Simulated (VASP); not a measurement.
A run of VASP 6.6.1 is set up as follows.

The input INCAR:

```
SYSTEM = TaSi
PREC = Accurate
ENCUT = 520
EDIFF = 1E-6
ISMEAR = 0
SIGMA = 0.1
LREAL = .False.
LASPH = .True.
NELM = 100
ALGO = Normal
ISIF = 2
LWAVE = .False.
LCHARG = .False.
GGA = PS
NBANDS = 14
```

KPOINTS

```
regular mesh
0
Gamma
  14 14 12
  0 0 0
```

Contents of POSCAR:

```
TaSi
1.0
    2.8965787921      0.0000000000      0.0000000000
    0.0000000000      2.8965787921      0.0000000000
    0.0000000000      0.0000000000      3.6178286525
Ta Si
1 1
Direct
    0.5000000000      0.5000000000      0.5000000000
    0.0000000000      0.0000000000      0.0000000000
```

Potentials or basis: VASP PAW PBE potentials, release 64 (Ta_pv, Si).

Run with:

```sh
$ cat potpaw_PBE.64/Ta_pv/POTCAR potpaw_PBE.64/Si/POTCAR > POTCAR
$ mpirun -np 1 vasp_std > vasp.out
```

(1) Estimate the band gap on the k mesh.

(2) Estimate the pressure.

## Answers

(1) zero (an odd number of electrons rules out a gap without spin polarisation).

(2) 0.3 GPa.

Caveat: the PAW data sets were made with another functional, which shifts forces and pressure a little; spin-orbit coupling is left out, which moves the levels of the heavy elements.
